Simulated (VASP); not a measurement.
# Hf (P6_3/mmc) in VASP: single point with PBEsol

Aim: the single point of Hf with PBEsol.

Program: VASP 6.6.1. These are calculated values, not measurements. Logs are shortened: lines on timing, memory, paths and dates and some standing lists are left out, and cuts for length are marked.

## 1. The cell of the first run

It takes space group P6_3/mmc (No. 194, hexagonal). The conventional cell has a = 3.160 Å, b = 3.160 Å, c = 4.996 Å, α = 90.00°, β = 90.00°, γ = 120.00°. Hf (site symmetry -6m2) has 12 Hf at 3.09 to 3.16 Å within 4.1 Å.

## 2. Single point, PBEsol

INCAR reads:

```
ALGO = Normal ; EDIFF = 1E-6
ENCUT = 500 ; GGA = PS
GGA_COMPAT = F ; ISIF = 2
ISMEAR = 0 ; LASPH = T
LCHARG = T ; LELF = T
LREAL = F ; LVHAR = T
LWAVE = F ; NBANDS = 17
NELM = 120 ; PREC = Accurate
SIGMA = 0.1
```

KPOINTS reads:

```
k-points
0
Gamma
  6 6 4
```

POSCAR reads:

```
Hf
1.0
    3.1603678978      0.0000000029      0.0000000000
   -1.5801839514      2.7369588833      0.0000000000
    0.0000000000      0.0000000000      4.9958824705
Hf
2
Direct
    0.3333333333      0.6666666667      0.2500000000
    0.6666666667      0.3333333333      0.7500000000
```

Potentials or basis: VASP PAW PBE potentials, release 64 (Hf_pv).

Started as:

```console
cat potpaw_PBE.64/Hf_pv/POTCAR > POTCAR
mpirun -np 1 vasp_std > vasp.out
```

OUTCAR:

```text
EDIFF = 1E-6
   ENCUT = 500
   GGA = PS
   ISIF = 2
   ISMEAR = 0
   LASPH = T
   LREAL = F
   NELM = 120
   PREC = Accurate

 ion  position               nearest neighbor table
   1  0.333  0.667  0.250-   2 3.09   2 3.09   2 3.09   2 3.09   2 3.09   2 3.09
   2  0.667  0.333  0.750-   1 3.09   1 3.09   1 3.09   1 3.09   1 3.09   1 3.09

  LATTYP: Found a hexagonal cell.
 ALAT       =     3.1603678978
 C/A-ratio  =     1.5807914243

  Lattice vectors:

 A1 = (   3.1603678978,   0.0000000029,   0.0000000000)
 A2 = (  -1.5801839514,   2.7369588833,   0.0000000000)
 A3 = (   0.0000000000,   0.0000000000,   4.9958824705)

Analysis of symmetry for initial positions (statically):
=====================================================================
 Subroutine PRICEL returns:
 Original cell was already a primitive cell.

 Routine SETGRP: Setting up the symmetry group for a
 hexagonal supercell.

 Subroutine GETGRP returns: Found 24 space group operations
 (whereof 12 operations were pure point group operations)
 out of a pool of 24 trial point group operations.

The static configuration has the point symmetry D_3d.
 The point group associated with its full space group is D_6h.

Analysis of symmetry for dynamics (positions and initial velocities):
=====================================================================
 Subroutine PRICEL returns:
 Original cell was already a primitive cell.

 Routine SETGRP: Setting up the symmetry group for a
 hexagonal supercell.

 Subroutine GETGRP returns: Found 24 space group operations
 (whereof 12 operations were pure point group operations)
 out of a pool of 24 trial point group operations.

The dynamic configuration has the point symmetry D_3d.
 The point group associated with its full space group is D_6h.

 Subroutine INISYM returns: Found 24 space group operations
 (whereof 12 operations are pure point group operations),
 and found     1 'primitive' translations

----------------------------------------------------------------------------------------

                                     Primitive cell

  volume of cell :      43.2134

  direct lattice vectors                    reciprocal lattice vectors
     3.160367898  0.000000003  0.000000000     0.316418857  0.182684513  0.000000000
    -1.580183951  2.736958883  0.000000000    -0.000000000  0.365369025  0.000000000
     0.000000000  0.000000000  4.995882470     0.000000000  0.000000000  0.200164837

  length of vectors
     3.160367898  3.160367898  4.995882470     0.365369025  0.365369025  0.200164837

  position of ions in fractional coordinates (direct lattice)
     0.333333333  0.666666667  0.250000000
     0.666666667  0.333333333  0.750000000

  ion indices of the primitive-cell ions
   primitive index   ion index
                 1           1
                 2           2

----------------------------------------------------------------------------------------

 KPOINTS: k-points

Automatic generation of k-mesh.
 Grid dimensions read from file:
 generate k-points for:    6    6    4

 Generating k-lattice:

  Cartesian coordinates                     Fractional coordinates (reciprocal lattice)
     0.052736476  0.030447419  0.000000000     0.166666667  0.000000000  0.000000000
    -0.000000000  0.060894838  0.000000000     0.000000000  0.166666667  0.000000000
     0.000000000  0.000000000  0.050041209     0.000000000  0.000000000  0.250000000

  Length of vectors
     0.060894838  0.060894838  0.050041209

  Shift w.r.t. Gamma in fractional coordinates (k-lattice)
     0.000000000  0.000000000  0.000000000

 Subroutine IBZKPT returns following result:
 ===========================================

 Found     21 irreducible k-points:

 Following reciprocal coordinates:
            Coordinates               Weight
  0.000000  0.000000  0.000000      1.000000
  0.166667  0.000000  0.000000      6.000000
  0.333333  0.000000  0.000000      6.000000
  0.500000  0.000000  0.000000      3.000000
  0.166667  0.166667  0.000000      6.000000
  0.333333  0.166667  0.000000     12.000000
[... 13 lines left out ...]
  0.333333  0.166667  0.500000     12.000000
  0.333333  0.333333  0.500000      2.000000
   k-points           NKPTS =     21   k-points in BZ     NKDIM =     21   number of bands    NBANDS=     17
   number of dos      NEDOS =    301   number of ions     NIONS =      2
   total plane-waves  NPLWV =  20736
   dimension x,y,z NGX =    24 NGY =   24 NGZ =   36
   dimension x,y,z NGXF=    48 NGYF=   48 NGZF=   72
   ions per type =               2
   NGX,Y,Z   is equivalent  to a cutoff of  12.62, 12.62, 11.98 a.u.
   NGXF,Y,Z  is equivalent  to a cutoff of  25.25, 25.25, 23.96 a.u.
 SYSTEM =  unknown system
   PREC   = accura    normal or accurate (medium, high low for compatibility)
   ISTART =      0    job   : 0-new  1-cont  2-samecut
   ICHARG =      2    charge: 1-file 2-atom 10-const
   ISPIN  =      1    spin polarized calculation?
   LNONCOLLINEAR =      F non collinear calculations
   LSORBIT =      F    spin-orbit coupling
   LASPH  =      T    aspherical Exc in radial PAW
   ENCUT  =  500.0 eV  36.75 Ry    6.06 a.u.   5.76  5.76  9.11*2*pi/ulx,y,z
   NELM   =    120;   NELMIN=  2; NELMDL= -5     # of ELM steps
   EDIFF  = 0.1E-05   stopping-criterion for ELM
   LREAL  =      F    real-space projection
   EDIFFG = 0.1E-04   stopping-criterion for IOM
   NSW    =      0    number of steps for IOM
   IBRION =     -1    ionic relax: 0-MD 1-quasi-New 2-CG
   NFREE  =      0    steps in history (QN), initial steepest desc. (CG)
   ISIF   =      2    stress and relaxation
   ISYM   =      2    0-nonsym 1-usesym 2-fastsym
   POTIM  = 0.5000    time-step for ionic-motion
   TEBEG  =    0.0;   TEEND  =   0.0 temperature during run
   PSTRESS=    0.0 pullay stress
   NELECT =      20.0000    total number of electrons
   NUPDOWN=      -1.0000    fix difference up-down
   EMIN   =  10.00;   EMAX   =-10.00  energy-range for DOS
   EFERMI =   0.00;   METHOD = LEGACY
   ISMEAR =     0;   SIGMA  =   0.10  broadening in eV -4-tet -1-fermi 0-gaus
   EFERMI_NEDOS =   21; number of points for ismear=-14 and -15
   IALGO  =     38    algorithm
   IMIX   =      4    mixing-type and parameters
     AMIX     =   0.40;   BMIX     =  1.00
     AMIX_MAG =   1.60;   BMIX_MAG =  1.00
  volume/ion in A,a.u.               =      21.61       145.81
  Fermi-wavevector in a.u.,A,eV,Ry     =   1.266326  2.393009 21.818044  1.603581
  Thomas-Fermi vector in A             =   2.399532
   LORBIT       =      0    0 simple, 1 ext, 2 COOP (PROOUT), +10 PAW based schemes
   GGA     = PS    functional components
   LHFCALC =     F    Hartree Fock is set to
   AEXX    =    0.0000 exact exchange contribution
   IVDW    =     0    specifies the selected vdW correction
   LEPSILON=     F    determine dielectric tensor
   LRPA    =     F    only Hartree local field effects (RPA)
 non-spin polarized calculation
 Gauss-broadening in eV      SIGMA  =   0.10
  energy-cutoff  :      500.00
  volume of cell :       43.21
 maximum number of plane-waves:      1105
 NGX is ok and might be reduce to    24
   NGX = 11   NGY = 11   NGZ = 19

 number of electron      19.9999997 magnetization

 Free energy of the ion-electron system (eV)
  ---------------------------------------------------
  ext. energy  EPLUGINS =         0.00000000
  ---------------------------------------------------
  free energy    TOTEN  =       -20.98243429 eV

  energy without entropy =      -20.96532121  energy(sigma->0) =      -20.97387775

 E-fermi :   5.0649     XC(G=0): -11.5509

 val. band max:        4.9354643264   @ k =   0.1667   0.0000   0.0000
 cond. band min:       5.0751242294   @ k =   0.3333   0.3333   0.2500
 fundamental gap:      0.1396599030
 Fermi energy:         5.0649269227

 k-point     1 :       0.0000    0.0000    0.0000
  band No.  band energies     occupation
      1     -26.0049      2.00000
      2     -25.1672      2.00000
      3     -25.1672      2.00000
      4     -25.0229      2.00000
      5     -25.0229      2.00000
      6     -25.0221      2.00000
[... 9 lines left out ...]
     16       7.6873      0.00000
     17      10.5175      0.00000

 k-point     2 :       0.1667    0.0000    0.0000
  band No.  band energies     occupation
      1     -25.9264      2.00000
      2     -25.3294      2.00000
      3     -25.2203      2.00000
      4     -25.1908      2.00000
      5     -25.0597      2.00000
      6     -25.0453      2.00000
[... 9 lines left out ...]
     16       7.8050      0.00000
     17      11.0418      0.00000

 k-point     3 :       0.3333    0.0000    0.0000
  band No.  band energies     occupation
      1     -25.7342      2.00000
      2     -25.6527      2.00000
      3     -25.5006      2.00000
      4     -25.3187      2.00000
      5     -25.1696      2.00000
      6     -25.0960      2.00000
[... 9 lines left out ...]
     16       9.8113      0.00000
     17      11.5856      0.00000

 k-point     4 :       0.5000    0.0000    0.0000
  band No.  band energies     occupation
      1     -25.8124      2.00000
      2     -25.6453      2.00000
      3     -25.5900      2.00000
      4     -25.3655      2.00000
      5     -25.2722      2.00000
      6     -25.1229      2.00000
[... 9 lines left out ...]
     16      11.7332      0.00000
     17      12.2385      0.00000
[... 283 lines left out ...]
      1     -25.6882      2.00000
      2     -25.6882      2.00000
      3     -25.2835      2.00000
      4     -25.2835      2.00000
      5     -25.1824      2.00000
      6     -25.1824      2.00000
[... 9 lines left out ...]
     16       9.8454      0.00000
     17      10.7706      0.00000

 k-point    20 :       0.3333    0.1667    0.5000
  band No.  band energies     occupation
      1     -25.8222      2.00000
      2     -25.8222      2.00000
      3     -25.3899      2.00000
      4     -25.3899      2.00000
      5     -25.1907      2.00000
      6     -25.1907      2.00000
[... 9 lines left out ...]
     16      10.7757      0.00000
     17      12.1262      0.00000

 k-point    21 :       0.3333    0.3333    0.5000
  band No.  band energies     occupation
      1     -25.7759      2.00000
      2     -25.7759      2.00000
      3     -25.5387      2.00000
      4     -25.5387      2.00000
      5     -25.1749      2.00000
      6     -25.1749      2.00000
[... 9 lines left out ...]
     16      10.2416      0.00000
     17      13.9369      0.00000

------------------------ aborting loop because EDIFF is reached ----------------------------------------

  FORCE on cell =-STRESS in cart. coord.  units (eV):
  Direction    XX          YY          ZZ          XY          YZ          ZX
  --------------------------------------------------------------------------------------
  -------------------------------------------------------------------------------------
  Total       -0.1516946     -0.1516946      0.0163259     -0.0000000      0.0000000      0.0000000
  in kB       -5.6242227     -5.6242227      0.6052995     -0.0000000      0.0000000      0.0000000
  external PRESSURE =      -3.5477153 kB  Pullay stress =       0.0000000 kB

 VOLUME and BASIS-vectors are now :
 -----------------------------------------------------------------------------
  energy-cutoff  :      500.00
  volume of cell :       43.21
      direct lattice vectors                 reciprocal lattice vectors
     3.160367898  0.000000003  0.000000000     0.316418857  0.182684513  0.000000000
    -1.580183951  2.736958883  0.000000000    -0.000000000  0.365369025  0.000000000
     0.000000000  0.000000000  4.995882470     0.000000000  0.000000000  0.200164837

 POSITION                                       TOTAL-FORCE (eV/Angst)
 -----------------------------------------------------------------------------------
     -0.00000      1.82464      1.24897         0.000000     -0.000000      0.000000
      1.58018      0.91232      3.74691        -0.000000      0.000000      0.000000
 -----------------------------------------------------------------------------------
    total drift:                               -0.000000      0.000000     -0.000000

  FREE ENERGIE OF THE ION-ELECTRON SYSTEM (eV)
  ---------------------------------------------------
  free  energy   TOTEN  =       -20.9824342850 eV

  energy  without entropy=      -20.9653212111  energy(sigma->0) =      -20.97387775
```

Wall time 6.3 s (1 thread of Intel Xeon 6975P-C (Granite Rapids), shared host); peak memory 0.15 GiB.

What came out:

```
Free energy            : -20.9824 eV
Pressure               : -0.4 GPa
Band gap on the k mesh : zero (band 10 reaches 6.17 eV, above the bottom of band 11 at 4.86 eV)
```

Stress tensor (GPa, compression positive):
```
-0.56  0.00  0.00
 0.00 -0.56  0.00
 0.00  0.00  0.06
```

Caveat: the k points lie up to 0.38 Å⁻¹ apart; the PAW data sets were made with another functional, which shifts forces and pressure a little; spin-orbit coupling is left out, which moves the levels of the heavy elements.
